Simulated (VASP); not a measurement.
Input of a VASP 6.6.1 run:

INCAR

```
SYSTEM = CuI
PREC = Accurate ; ENCUT = 520
EDIFF = 1E-7 ; ISMEAR = -1
SIGMA = 0.02 ; LREAL = .False.
LASPH = .True. ; NELM = 80
ALGO = Normal ; ISIF = 2
LWAVE = .False. ; LCHARG = .True.
GGA = PE ; LELF = .True.
LVHAR = .True. ; NBANDS = 16
```

KPOINTS

```
regular mesh
0
Gamma
  6 6 6
  0 0 0
```

Contents of POSCAR:

```
CuI
1.0
    0.0000000000      2.8115719229      2.8115719229
    2.8115719229      0.0000000000      2.8115719229
    2.8115719229      2.8115719229      0.0000000000
Cu I
1 1
Direct
    0.0000000000      0.0000000000      0.0000000000
    0.5000000000      0.5000000000      0.5000000000
```

Potentials or basis: VASP PAW PBE potentials, release 64 (Cu, I).

Command:

```console
$ cat potpaw_PBE.64/Cu/POTCAR potpaw_PBE.64/I/POTCAR > POTCAR
$ mpirun -np 1 vasp_std > vasp.out
```

Problem. Predict the pressure.

Solution. 3.3 GPa.

Problem. What does it give for the band gap on the k mesh?

Solution. Zero (band 9 reaches 6.92 eV, above the bottom of band 10 at 6.38 eV).

Caveat: spin-orbit coupling is left out, which moves the levels of the heavy elements; semilocal functionals often make such compounds metallic where correlation or magnetic order opens a gap, which also shifts bond lengths.
